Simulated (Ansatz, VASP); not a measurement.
**One calculation of V, two programs**

```
CELL_PARAMETERS angstrom
2.33166 0.00000 0.00000
-1.16583 2.01927 0.00000
0.00000 0.00000 4.24182
ATOMIC_POSITIONS crystal
V 0.33333 0.66667 0.25000
V 0.66667 0.33333 0.75000
```

Change from the starting cell: volume scaled by 0.75, LAPW.

Alike in both runs: task single point; functional PBEsol; k mesh 16 × 16 × 9; occupations fermi-dirac, width 0.05 eV; no spin polarisation.

```csv
,VASP,Ansatz
version,VASP 6.6.1,Ansatz 0.2.0
potentials or method,"VASP PAW PBE potentials, release 64 (V_sv), cutoff 520 eV","all-electron LAPW, scalar-relativistic"
```

|  | VASP | Ansatz | Ansatz less VASP |
| --- | --- | --- | --- |
| pressure (GPa) | 92.2 | 90.8 | -1.34 |
| traceless stress, the component that is largest in VASP (GPa) | -0.47 | 0.08 | +0.556 |

VASP's potentials were made for PBE, not for PBEsol. Both programs put the cell under a high pressure, so it lies far from rest at this level. Ansatz ran all-electron here, and VASP with PAW potentials.

Noted on VASP's run: the cell as given lies far from equilibrium.
